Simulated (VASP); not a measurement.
# Ag (P6_3/mmc) in VASP: a series of runs

Ag is run at these levels: PBE, LDA; tasks: single point.

Everything below comes from runs of VASP 6.6.1. Logs are shortened: lines on timing, memory, paths and dates and some standing lists are left out, and cuts for length are marked.

## 1. The cell of the first run

Symmetry: P6_3/mmc, No. 194, hexagonal system. The conventional cell has a = 2.922 Å, b = 2.922 Å, c = 4.702 Å, α = 90.00°, β = 90.00°, γ = 120.00°. Within 3.8 Å of Ag (site symmetry -6m2) lie 12 Ag at 2.89 to 2.92 Å.

## 2. Single point, PBE

INCAR

```
  PREC = Accurate
  ENCUT = 520
  EDIFF = 1E-6
  ISMEAR = 0
  SIGMA = 0.1
  LREAL = False
  LASPH = True
  NELM = 60
  ALGO = Normal
  ISIF = 2
  LWAVE = False
  LCHARG = False
  GGA = PE
  NBANDS = 18
```

KPOINTS

```
regular mesh
0
Gamma
  6 6 4
```

POSCAR

```
Ag
1.0
    2.9222991408      0.0000000000      0.0000000000
   -1.4611495704      2.5307852934      0.0000000000
    0.0000000000      0.0000000000      4.7016618100
Ag
2
Direct
    0.3333333333      0.6666666667      0.2500000000
    0.6666666667      0.3333333333      0.7500000000
```

Potentials or basis: VASP PAW PBE potentials, release 64 (Ag).

Launch:

```sh
cat potpaw_PBE.64/Ag/POTCAR > POTCAR
mpirun -np 1 vasp_std > vasp.out
```

OUTCAR:

```text
PREC = Accurate
   ENCUT = 520
   EDIFF = 1E-6
   ISMEAR = 0
   LREAL = False
   LASPH = True
   NELM = 60
   ISIF = 2
   GGA = PE

 ion  position               nearest neighbor table
   1  0.333  0.667  0.250-   2 2.89   2 2.89   2 2.89   2 2.89   2 2.89   2 2.89
   2  0.667  0.333  0.750-   1 2.89   1 2.89   1 2.89   1 2.89   1 2.89   1 2.89

  LATTYP: Found a hexagonal cell.
 ALAT       =     2.9222991408
 C/A-ratio  =     1.6088913501

  Lattice vectors:

 A1 = (   2.9222991408,   0.0000000000,   0.0000000000)
 A2 = (  -1.4611495704,   2.5307852934,   0.0000000000)
 A3 = (   0.0000000000,   0.0000000000,   4.7016618100)

Analysis of symmetry for initial positions (statically):
=====================================================================
 Subroutine PRICEL returns:
 Original cell was already a primitive cell.

 Routine SETGRP: Setting up the symmetry group for a
 hexagonal supercell.

 Subroutine GETGRP returns: Found 24 space group operations
 (whereof 12 operations were pure point group operations)
 out of a pool of 24 trial point group operations.

The static configuration has the point symmetry D_3d.
 The point group associated with its full space group is D_6h.

Analysis of symmetry for dynamics (positions and initial velocities):
=====================================================================
 Subroutine PRICEL returns:
 Original cell was already a primitive cell.

 Routine SETGRP: Setting up the symmetry group for a
 hexagonal supercell.

 Subroutine GETGRP returns: Found 24 space group operations
 (whereof 12 operations were pure point group operations)
 out of a pool of 24 trial point group operations.

The dynamic configuration has the point symmetry D_3d.
 The point group associated with its full space group is D_6h.

 Subroutine INISYM returns: Found 24 space group operations
 (whereof 12 operations are pure point group operations),
 and found     1 'primitive' translations

----------------------------------------------------------------------------------------

                                     Primitive cell

  volume of cell :      34.7721

  direct lattice vectors                    reciprocal lattice vectors
     2.922299141  0.000000000  0.000000000     0.342196316  0.197567135  0.000000000
    -1.461149570  2.530785293  0.000000000     0.000000000  0.395134270  0.000000000
     0.000000000  0.000000000  4.701661810     0.000000000  0.000000000  0.212690755

  length of vectors
     2.922299141  2.922299141  4.701661810     0.395134270  0.395134270  0.212690755

  position of ions in fractional coordinates (direct lattice)
     0.333333333  0.666666667  0.250000000
     0.666666667  0.333333333  0.750000000

  ion indices of the primitive-cell ions
   primitive index   ion index
                 1           1
                 2           2

----------------------------------------------------------------------------------------

 KPOINTS: regular mesh

Automatic generation of k-mesh.
 Grid dimensions read from file:
 generate k-points for:    6    6    4

 Generating k-lattice:

  Cartesian coordinates                     Fractional coordinates (reciprocal lattice)
     0.057032719  0.032927856  0.000000000     0.166666667  0.000000000  0.000000000
     0.000000000  0.065855712  0.000000000     0.000000000  0.166666667  0.000000000
     0.000000000  0.000000000  0.053172689     0.000000000  0.000000000  0.250000000

  Length of vectors
     0.065855712  0.065855712  0.053172689

  Shift w.r.t. Gamma in fractional coordinates (k-lattice)
     0.000000000  0.000000000  0.000000000

 Subroutine IBZKPT returns following result:
 ===========================================

 Found     21 irreducible k-points:

 Following reciprocal coordinates:
            Coordinates               Weight
  0.000000  0.000000  0.000000      1.000000
  0.166667  0.000000  0.000000      6.000000
  0.333333  0.000000  0.000000      6.000000
  0.500000  0.000000  0.000000      3.000000
  0.166667  0.166667  0.000000      6.000000
  0.333333  0.166667  0.000000     12.000000
[... 13 lines left out ...]
  0.333333  0.166667  0.500000     12.000000
  0.333333  0.333333  0.500000      2.000000
   k-points           NKPTS =     21   k-points in BZ     NKDIM =     21   number of bands    NBANDS=     18
   number of dos      NEDOS =    301   number of ions     NIONS =      2
   total plane-waves  NPLWV =  20736
   dimension x,y,z NGX =    24 NGY =   24 NGZ =   36
   dimension x,y,z NGXF=    48 NGYF=   48 NGZF=   72
   ions per type =               2
   NGX,Y,Z   is equivalent  to a cutoff of  13.65, 13.65, 12.73 a.u.
   NGXF,Y,Z  is equivalent  to a cutoff of  27.31, 27.31, 25.46 a.u.
 SYSTEM =  unknown system
   PREC   = accura    normal or accurate (medium, high low for compatibility)
   ISTART =      0    job   : 0-new  1-cont  2-samecut
   ICHARG =      2    charge: 1-file 2-atom 10-const
   ISPIN  =      1    spin polarized calculation?
   LNONCOLLINEAR =      F non collinear calculations
   LSORBIT =      F    spin-orbit coupling
   LASPH  =      T    aspherical Exc in radial PAW
   ENCUT  =  520.0 eV  38.22 Ry    6.18 a.u.   5.43  5.43  8.74*2*pi/ulx,y,z
   NELM   =     60;   NELMIN=  2; NELMDL= -5     # of ELM steps
   EDIFF  = 0.1E-05   stopping-criterion for ELM
   LREAL  =      F    real-space projection
   EDIFFG = 0.1E-04   stopping-criterion for IOM
   NSW    =      0    number of steps for IOM
   IBRION =     -1    ionic relax: 0-MD 1-quasi-New 2-CG
   NFREE  =      0    steps in history (QN), initial steepest desc. (CG)
   ISIF   =      2    stress and relaxation
   ISYM   =      2    0-nonsym 1-usesym 2-fastsym
   POTIM  = 0.5000    time-step for ionic-motion
   TEBEG  =    0.0;   TEEND  =   0.0 temperature during run
   PSTRESS=    0.0 pullay stress
   NELECT =      22.0000    total number of electrons
   NUPDOWN=      -1.0000    fix difference up-down
   EMIN   =  10.00;   EMAX   =-10.00  energy-range for DOS
   EFERMI =   0.00;   METHOD = LEGACY
   ISMEAR =     0;   SIGMA  =   0.10  broadening in eV -4-tet -1-fermi 0-gaus
   EFERMI_NEDOS =   21; number of points for ismear=-14 and -15
   IALGO  =     38    algorithm
   IMIX   =      4    mixing-type and parameters
     AMIX     =   0.40;   BMIX     =  1.00
     AMIX_MAG =   1.60;   BMIX_MAG =  1.00
  volume/ion in A,a.u.               =      17.39       117.33
  Fermi-wavevector in a.u.,A,eV,Ry     =   1.405417  2.655853 26.874194  1.975198
  Thomas-Fermi vector in A             =   2.527880
   LORBIT       =      0    0 simple, 1 ext, 2 COOP (PROOUT), +10 PAW based schemes
   GGA     = PE    functional components
   LHFCALC =     F    Hartree Fock is set to
   AEXX    =    0.0000 exact exchange contribution
   IVDW    =     0    specifies the selected vdW correction
   LEPSILON=     F    determine dielectric tensor
   LRPA    =     F    only Hartree local field effects (RPA)
 non-spin polarized calculation
 Gauss-broadening in eV      SIGMA  =   0.10
  energy-cutoff  :      520.00
  volume of cell :       34.77
 maximum number of plane-waves:       966
 NGX is ok and might be reduce to    24
   NGX = 11   NGY = 11   NGZ = 17

 number of electron      22.0000012 magnetization

 Free energy of the ion-electron system (eV)
  ---------------------------------------------------
  ext. energy  EPLUGINS =         0.00000000
  ---------------------------------------------------
  free energy    TOTEN  =        -5.38289410 eV

  energy without entropy =       -5.37924108  energy(sigma->0) =       -5.38106759

 E-fermi :   8.0074     XC(G=0): -12.0891

 val. band max:        7.9270718719   @ k =   0.0000   0.0000   0.0000
 cond. band min:       8.2346440993   @ k =   0.5000   0.0000   0.0000
 fundamental gap:      0.3075722274
 Fermi energy:         8.0074119236

 k-point     1 :       0.0000    0.0000    0.0000
  band No.  band energies     occupation
      1       0.5382      2.00000
      2       1.9041      2.00000
      3       3.4942      2.00000
      4       3.5351      2.00000
      5       3.5351      2.00000
      6       3.7789      2.00000
[... 10 lines left out ...]
     17      25.9748      0.00000
     18      25.9748      0.00000

 k-point     2 :       0.1667    0.0000    0.0000
  band No.  band energies     occupation
      1       1.2426      2.00000
      2       2.2441      2.00000
      3       3.1874      2.00000
      4       3.6238      2.00000
      5       3.6419      2.00000
      6       3.8448      2.00000
[... 10 lines left out ...]
     17      25.6526      0.00000
     18      26.2924      0.00000

 k-point     3 :       0.3333    0.0000    0.0000
  band No.  band energies     occupation
      1       2.1538      2.00000
      2       2.3093      2.00000
      3       2.6798      2.00000
      4       3.5209      2.00000
      5       3.7095      2.00000
      6       3.7881      2.00000
[... 10 lines left out ...]
     17      21.4829      0.00000
     18      24.7739      0.00000

 k-point     4 :       0.5000    0.0000    0.0000
  band No.  band energies     occupation
      1       1.9717      2.00000
      2       2.3004      2.00000
      3       2.3086      2.00000
      4       3.3801      2.00000
      5       3.7897      2.00000
      6       3.9761      2.00000
[... 10 lines left out ...]
     17      18.5545      0.00000
     18      23.8946      0.00000

 k-point     5 :       0.1667    0.1667    0.0000
  band No.  band energies     occupation
      1       2.2895      2.00000
      2       2.5998      2.00000
      3       2.9191      2.00000
      4       2.9631      2.00000
      5       3.4784      2.00000
      6       3.6771      2.00000
[... 10 lines left out ...]
     17      24.1678      0.00000
     18      24.6158      0.00000

 k-point     6 :       0.3333    0.1667    0.0000
  band No.  band energies     occupation
      1       2.3720      2.00000
      2       2.3975      2.00000
      3       2.6118      2.00000
      4       3.3462      2.00000
      5       3.6613      2.00000
      6       3.7704      2.00000
[... 10 lines left out ...]
     17      19.8352      0.00000
     18      22.4117      0.00000

 k-point     7 :       0.3333    0.3333    0.0000
  band No.  band energies     occupation
      1       2.3130      2.00000
      2       2.8497      2.00000
      3       2.8497      2.00000
      4       3.2406      2.00000
      5       3.4633      2.00000
      6       3.4633      2.00000
[... 10 lines left out ...]
     17      18.8033      0.00000
     18      18.8033      0.00000

 k-point     8 :       0.0000    0.0000    0.2500
  band No.  band energies     occupation
      1       1.0156      2.00000
      2       2.0003      2.00000
      3       3.4074      2.00000
      4       3.4355      2.00000
      5       3.4355      2.00000
      6       3.6532      2.00000
[... 10 lines left out ...]
     17      26.1074      0.00000
     18      26.1074      0.00000
[... 166 lines left out ...]
     17      24.8938      0.00000
     18      24.8938      0.00000

 k-point    17 :       0.3333    0.0000    0.5000
  band No.  band energies     occupation
      1       2.2466      2.00000
      2       2.2466      2.00000
      3       2.8492      2.00000
      4       2.8492      2.00000
      5       4.1683      2.00000
      6       4.1683      2.00000
[... 10 lines left out ...]
     17      22.6305      0.00000
     18      22.6305      0.00000

 k-point    18 :       0.5000    0.0000    0.5000
  band No.  band energies     occupation
      1       2.0209      2.00000
      2       2.0209      2.00000
      3       2.6736      2.00000
      4       2.6736      2.00000
      5       4.2163      2.00000
      6       4.2163      2.00000
[... 10 lines left out ...]
     17      22.3990      0.00000
     18      22.3990      0.00000

 k-point    19 :       0.1667    0.1667    0.5000
  band No.  band energies     occupation
      1       2.5476      2.00000
      2       2.5476      2.00000
      3       3.2631      2.00000
      4       3.2631      2.00000
      5       3.3475      2.00000
      6       3.3475      2.00000
[... 10 lines left out ...]
     17      21.1035      0.00000
     18      21.1035      0.00000

 k-point    20 :       0.3333    0.1667    0.5000
  band No.  band energies     occupation
      1       2.3318      2.00000
      2       2.3318      2.00000
      3       2.9414      2.00000
      4       2.9414      2.00000
      5       3.8801      2.00000
      6       3.8801      2.00000
[... 10 lines left out ...]
     17      22.7572      0.00000
     18      22.7572      0.00000

 k-point    21 :       0.3333    0.3333    0.5000
  band No.  band energies     occupation
      1       2.6450      2.00000
      2       2.6450      2.00000
      3       3.0647      2.00000
      4       3.0647      2.00000
      5       3.6175      2.00000
      6       3.6175      2.00000
[... 10 lines left out ...]
     17      24.7992      0.00000
     18      24.7992      0.00000

------------------------ aborting loop because EDIFF is reached ----------------------------------------

  FORCE on cell =-STRESS in cart. coord.  units (eV):
  Direction    XX          YY          ZZ          XY          YZ          ZX
  --------------------------------------------------------------------------------------
  -------------------------------------------------------------------------------------
  Total        0.7915681      0.7915681      0.5972389      0.0000000     -0.0000000      0.0000000
  in kB       36.4726655     36.4726655     27.5186596      0.0000000     -0.0000000      0.0000000
  external PRESSURE =      33.4879969 kB  Pullay stress =       0.0000000 kB

 VOLUME and BASIS-vectors are now :
 -----------------------------------------------------------------------------
  energy-cutoff  :      520.00
  volume of cell :       34.77
      direct lattice vectors                 reciprocal lattice vectors
     2.922299141  0.000000000  0.000000000     0.342196316  0.197567135  0.000000000
    -1.461149570  2.530785293  0.000000000     0.000000000  0.395134270  0.000000000
     0.000000000  0.000000000  4.701661810     0.000000000  0.000000000  0.212690755

 POSITION                                       TOTAL-FORCE (eV/Angst)
 -----------------------------------------------------------------------------------
     -0.00000      1.68719      1.17542        -0.000000     -0.000000      0.000000
      1.46115      0.84360      3.52625         0.000000      0.000000      0.000000
 -----------------------------------------------------------------------------------
    total drift:                               -0.000000      0.000000     -0.000000

  FREE ENERGIE OF THE ION-ELECTRON SYSTEM (eV)
  ---------------------------------------------------
  free  energy   TOTEN  =        -5.3828941016 eV

  energy  without entropy=       -5.3792410850  energy(sigma->0) =       -5.38106759
```

Wall time 6.2 s (1 thread of Intel Xeon Platinum 8488C (Sapphire Rapids), shared host); peak memory 0.15 GiB.

What came out:

```yaml
Free_energy: -5.3829 eV
Pressure: 3.3 GPa
Band_gap_on_the_k_mesh: zero (band 11 reaches 12.14 eV, above the bottom of band 12 at 4.78 eV)
```

Caveat: the k points lie up to 0.41 Å⁻¹ apart.

[end of part 1 of 2]
